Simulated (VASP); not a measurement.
# Ce (Cmcm) in VASP: notebook

The runs below take Ce through single point, with PBE.

All numbers are computed with VASP 6.6.1; they aren't measurements. Logs are shortened: lines on timing, memory, paths and dates and some standing lists are left out, and cuts for length are marked.

**1. The cell of the first run**

Symmetry: Cmcm, No. 63, orthorhombic system. The conventional cell has a = 3.259 Å, b = 6.179 Å, c = 5.286 Å, α = 90.00°, β = 90.00°, γ = 90.00°. Ce (site symmetry m2m) has 12 Ce at 2.93 to 3.60 Å within 3.9 Å.

**2. Single point, PBE**

Contents of INCAR:

```
SYSTEM = Ce
PREC = Accurate ; ENCUT = 520
EDIFF = 1E-7 ; ISMEAR = -1
SIGMA = 0.1 ; LREAL = .False.
LASPH = .True. ; NELM = 100
ALGO = Normal ; ISIF = 2
LWAVE = .False. ; LCHARG = .False.
GGA = PE ; NBANDS = 19
```

Contents of KPOINTS:

```
regular mesh
0
Gamma
  6 6 4
  0 0 0
```

Contents of POSCAR:

```
Ce
1.0
    1.6294920160      3.0895148244      0.0000000000
    1.6294920160     -3.0895148244      0.0000000000
    0.0000000000      0.0000000000     -5.2863028338
Ce
2
Direct
    0.1018764862      0.8981235138      0.7500000000
    0.8981235138      0.1018764862      0.2500000000
```

Potentials or basis: VASP PAW PBE potentials, release 64 (Ce).

Run with:

```bash
cat potpaw_PBE.64/Ce/POTCAR > POTCAR
mpirun -np 1 vasp_std > vasp.out
```

OUTCAR:

```text
SYSTEM = Ce
   PREC = Accurate
   ENCUT = 520
   EDIFF = 1E-7
   ISMEAR = -1
   LREAL = .False.
   LASPH = .True.
   NELM = 100
   ISIF = 2
   GGA = PE

 ion  position               nearest neighbor table
   1  0.102  0.898  0.750-   2 2.93   2 2.93
   2  0.898  0.102  0.250-   1 2.93   1 2.93

  LATTYP: Found a base centered orthorhombic cell.
 ALAT       =     3.2589840320
 B/A-ratio  =     1.8959987493
 C/A-ratio  =     1.6220707993

  Lattice vectors:

 A1 = (   1.6294920160,   3.0895148244,   0.0000000000)
 A2 = (   1.6294920160,  -3.0895148244,   0.0000000000)
 A3 = (   0.0000000000,   0.0000000000,  -5.2863028338)

Analysis of symmetry for initial positions (statically):
=====================================================================
 Subroutine PRICEL returns:
 Original cell was already a primitive cell.

 Routine SETGRP: Setting up the symmetry group for a
 base centered orthorhombic supercell.

 Subroutine GETGRP returns: Found  8 space group operations
 (whereof  4 operations were pure point group operations)
 out of a pool of  8 trial point group operations.

The static configuration has the point symmetry C_2h.
 The point group associated with its full space group is D_2h.

Analysis of symmetry for dynamics (positions and initial velocities):
=====================================================================
 Subroutine PRICEL returns:
 Original cell was already a primitive cell.

 Routine SETGRP: Setting up the symmetry group for a
 base centered orthorhombic supercell.

 Subroutine GETGRP returns: Found  8 space group operations
 (whereof  4 operations were pure point group operations)
 out of a pool of  8 trial point group operations.

The dynamic configuration has the point symmetry C_2h.
 The point group associated with its full space group is D_2h.

 Subroutine INISYM returns: Found  8 space group operations
 (whereof  4 operations are pure point group operations),
 and found     1 'primitive' translations

----------------------------------------------------------------------------------------

                                     Primitive cell

  volume of cell :      53.2261

  direct lattice vectors                    reciprocal lattice vectors
     1.629492016  3.089514824  0.000000000     0.306844093  0.161837709  0.000000000
     1.629492016 -3.089514824  0.000000000     0.306844093 -0.161837709  0.000000000
     0.000000000  0.000000000 -5.286302834     0.000000000  0.000000000 -0.189168126

  length of vectors
     3.492899380  3.492899380  5.286302834     0.346907396  0.346907396  0.189168126

  position of ions in fractional coordinates (direct lattice)
     0.101876486  0.898123514  0.750000000
     0.898123514  0.101876486  0.250000000

  ion indices of the primitive-cell ions
   primitive index   ion index
                 1           1
                 2           2

----------------------------------------------------------------------------------------

 KPOINTS: regular mesh

Automatic generation of k-mesh.
 Grid dimensions read from file:
 generate k-points for:    6    6    4

 Generating k-lattice:

  Cartesian coordinates                     Fractional coordinates (reciprocal lattice)
     0.051140682  0.026972951  0.000000000     0.166666667 -0.000000000  0.000000000
     0.051140682 -0.026972951  0.000000000    -0.000000000  0.166666667  0.000000000
     0.000000000  0.000000000 -0.047292031     0.000000000  0.000000000  0.250000000

  Length of vectors
     0.057817899  0.057817899  0.047292031

  Shift w.r.t. Gamma in fractional coordinates (k-lattice)
     0.000000000  0.000000000  0.000000000

 Subroutine IBZKPT returns following result:
 ===========================================

 Found     39 irreducible k-points:

 Following reciprocal coordinates:
            Coordinates               Weight
  0.000000  0.000000  0.000000      1.000000
  0.166667 -0.000000  0.000000      4.000000
  0.333333  0.000000  0.000000      4.000000
  0.500000 -0.000000  0.000000      2.000000
  0.166667  0.166667  0.000000      2.000000
  0.333333  0.166667  0.000000      4.000000
[... 16 lines left out ...]
  0.333333  0.333333  0.250000      4.000000
  0.500000  0.333333  0.250000      8.000000
 [... further k-points ...]
   k-points           NKPTS =     39   k-points in BZ     NKDIM =     39   number of bands    NBANDS=     19
   number of dos      NEDOS =    301   number of ions     NIONS =      2
   total plane-waves  NPLWV =  31360
   dimension x,y,z NGX =    28 NGY =   28 NGZ =   40
   dimension x,y,z NGXF=    56 NGYF=   56 NGZF=   80
   ions per type =               2
   NGX,Y,Z   is equivalent  to a cutoff of  13.33, 13.33, 12.58 a.u.
   NGXF,Y,Z  is equivalent  to a cutoff of  26.65, 26.65, 25.16 a.u.
 SYSTEM =  Ce
   PREC   = accura    normal or accurate (medium, high low for compatibility)
   ISTART =      0    job   : 0-new  1-cont  2-samecut
   ICHARG =      2    charge: 1-file 2-atom 10-const
   ISPIN  =      1    spin polarized calculation?
   LNONCOLLINEAR =      F non collinear calculations
   LSORBIT =      F    spin-orbit coupling
   LASPH  =      T    aspherical Exc in radial PAW
   ENCUT  =  520.0 eV  38.22 Ry    6.18 a.u.   6.49  6.49  9.83*2*pi/ulx,y,z
   NELM   =    100;   NELMIN=  2; NELMDL= -5     # of ELM steps
   EDIFF  = 0.1E-06   stopping-criterion for ELM
   LREAL  =      F    real-space projection
   EDIFFG = 0.1E-05   stopping-criterion for IOM
   NSW    =      0    number of steps for IOM
   IBRION =     -1    ionic relax: 0-MD 1-quasi-New 2-CG
   NFREE  =      0    steps in history (QN), initial steepest desc. (CG)
   ISIF   =      2    stress and relaxation
   ISYM   =      2    0-nonsym 1-usesym 2-fastsym
   POTIM  = 0.5000    time-step for ionic-motion
   TEBEG  =    0.0;   TEEND  =   0.0 temperature during run
   PSTRESS=    0.0 pullay stress
   NELECT =      24.0000    total number of electrons
   NUPDOWN=      -1.0000    fix difference up-down
   EMIN   =  10.00;   EMAX   =-10.00  energy-range for DOS
   EFERMI =   0.00;   METHOD = LEGACY
   ISMEAR =    -1;   SIGMA  =   0.10  broadening in eV -4-tet -1-fermi 0-gaus
   EFERMI_NEDOS =   21; number of points for ismear=-14 and -15
   IALGO  =     38    algorithm
   IMIX   =      4    mixing-type and parameters
     AMIX     =   0.40;   BMIX     =  1.00
     AMIX_MAG =   1.60;   BMIX_MAG =  1.00
  volume/ion in A,a.u.               =      26.61       179.59
  Fermi-wavevector in a.u.,A,eV,Ry     =   1.255366  2.372298 21.442020  1.575944
  Thomas-Fermi vector in A             =   2.389126
   LORBIT       =      0    0 simple, 1 ext, 2 COOP (PROOUT), +10 PAW based schemes
   GGA     = PE    functional components
   LHFCALC =     F    Hartree Fock is set to
   AEXX    =    0.0000 exact exchange contribution
   IVDW    =     0    specifies the selected vdW correction
   LEPSILON=     F    determine dielectric tensor
   LRPA    =     F    only Hartree local field effects (RPA)
 non-spin polarized calculation
  energy-cutoff  :      520.00
  volume of cell :       53.23
 maximum number of plane-waves:      1460
 NGX is ok and might be reduce to    28
   NGX = 13   NGY = 13   NGZ = 19

 number of electron      24.0000000 magnetization

 Free energy of the ion-electron system (eV)
  ---------------------------------------------------
  ext. energy  EPLUGINS =         0.00000000
  ---------------------------------------------------
  free energy    TOTEN  =       -11.90984018 eV

  energy without entropy =      -11.70068206  energy(sigma->0) =      -11.80526112

 E-fermi :   9.1452     XC(G=0): -11.2466

 val. band max:        9.1321443455   @ k =   0.5000   0.5000   0.2500
 cond. band min:       9.1532318914   @ k =  -0.1667   0.1667   0.2500
 fundamental gap:      0.0210875459
 Fermi energy:         9.1451546696

 k-point     1 :       0.0000    0.0000    0.0000
  band No.  band energies     occupation
      1     -25.6062      2.00000
      2     -24.8214      2.00000
      3      -9.9842      2.00000
      4      -7.4133      2.00000
      5      -6.9543      2.00000
      6      -6.8245      2.00000
[... 11 lines left out ...]
     18       9.8595      0.00158
     19       9.8656      0.00149

 k-point     2 :       0.1667   -0.0000    0.0000
  band No.  band energies     occupation
      1     -25.5085      2.00000
      2     -24.7576      2.00000
      3      -9.8264      2.00000
      4      -7.7336      2.00000
      5      -7.4565      2.00000
      6      -7.1744      2.00000
[... 11 lines left out ...]
     18       9.8181      0.00239
     19       9.9872      0.00044

 k-point     3 :       0.3333    0.0000    0.0000
  band No.  band energies     occupation
      1     -25.3014      2.00000
      2     -24.6300      2.00000
      3      -9.4771      2.00000
      4      -8.8599      2.00000
      5      -8.1585      2.00000
      6      -7.6313      2.00000
[... 11 lines left out ...]
     18       9.8948      0.00111
     19       9.9537      0.00062

 k-point     4 :       0.5000   -0.0000    0.0000
  band No.  band energies     occupation
      1     -25.1908      2.00000
      2     -24.5667      2.00000
      3      -9.3766      2.00000
      4      -9.2801      2.00000
      5      -8.5710      2.00000
      6      -7.7395      2.00000
[... 11 lines left out ...]
     18       9.9519      0.00063
     19       9.9589      0.00058

 k-point     5 :       0.1667    0.1667    0.0000
  band No.  band energies     occupation
      1     -25.3468      2.00000
      2     -24.6401      2.00000
      3      -9.5784      2.00000
      4      -8.6210      2.00000
      5      -8.1038      2.00000
      6      -7.5323      2.00000
[... 11 lines left out ...]
     18       9.8263      0.00220
     19       9.9361      0.00073
[... 334 lines left out ...]
      2     -24.8290      2.00000
      3      -9.3814      2.00000
      4      -8.3024      2.00000
      5      -7.9333      2.00000
      6      -7.4286      2.00000
[... 11 lines left out ...]
     18       9.8838      0.00124
     19       9.9616      0.00057

 k-point    22 :      -0.1667    0.1667    0.2500
  band No.  band energies     occupation
      1     -25.4261      2.00000
      2     -24.9136      2.00000
      3      -9.4782      2.00000
      4      -7.9243      2.00000
      5      -7.4332      2.00000
      6      -7.0476      2.00000
[... 11 lines left out ...]
     18       9.9656      0.00055
     19       9.9994      0.00039

 k-point    23 :       0.3333    0.3333    0.2500
  band No.  band energies     occupation
      1     -25.0791      2.00000
      2     -24.6919      2.00000
      3      -9.2388      2.00000
      4      -8.7729      2.00000
      5      -8.5501      2.00000
      6      -8.1782      2.00000
[... 11 lines left out ...]
     18       9.9077      0.00098
     19      10.0395      0.00026

 k-point    24 :       0.5000    0.3333    0.2500
  band No.  band energies     occupation
      1     -25.1575      2.00000
      2     -24.7885      2.00000
      3      -9.4288      2.00000
      4      -8.8645      2.00000
      5      -7.9745      2.00000
      6      -7.8092      2.00000
[... 11 lines left out ...]
     18       9.9482      0.00065
     19      10.0153      0.00033

 [... further k-points ...]
[... 5 lines left out ...]
  --------------------------------------------------------------------------------------
  -------------------------------------------------------------------------------------
  Total       -0.0744398     -0.0558215     -0.0452137      0.0000000      0.0000000      0.0000000
  in kB       -2.2407393     -1.6803033     -1.3609938      0.0000000      0.0000000      0.0000000
  external PRESSURE =      -1.7606788 kB  Pullay stress =       0.0000000 kB

 VOLUME and BASIS-vectors are now :
 -----------------------------------------------------------------------------
  energy-cutoff  :      520.00
  volume of cell :       53.23
      direct lattice vectors                 reciprocal lattice vectors
     1.629492016  3.089514824  0.000000000     0.306844093  0.161837709  0.000000000
     1.629492016 -3.089514824  0.000000000     0.306844093 -0.161837709  0.000000000
     0.000000000  0.000000000 -5.286302834     0.000000000  0.000000000 -0.189168126

 POSITION                                       TOTAL-FORCE (eV/Angst)
 -----------------------------------------------------------------------------------
      1.62949     -2.46002     -3.96473         0.000000      0.004655      0.000000
      1.62949      2.46002     -1.32158         0.000000     -0.004655      0.000000
 -----------------------------------------------------------------------------------
    total drift:                               -0.000000      0.000000     -0.000000

  FREE ENERGIE OF THE ION-ELECTRON SYSTEM (eV)
  ---------------------------------------------------
  free  energy   TOTEN  =       -11.9098401761 eV

  energy  without entropy=      -11.7006820560  energy(sigma->0) =      -11.80526112
```

It took 72 s on 1 thread of Intel Xeon Platinum 8259CL at 2.50GHz (Skylake/Cascade Lake), shared host; peak memory 0.2 GiB.

Results:

* Free energy: -11.9098 eV
* Pressure: -0.2 GPa
* Largest force: 0.005 eV/Å
* Band gap on the k mesh: zero (band 12 reaches 9.44 eV, above the bottom of band 13 at 8.80 eV)

Forces on the atoms (eV/Å):
```
Ce   0.000  0.005  0.000
Ce   0.000 -0.005  0.000
```

Caveat: the k points lie up to 0.36 Å⁻¹ apart; spin-orbit coupling is left out, which moves the levels of the heavy elements.

[end of part 1 of 2]
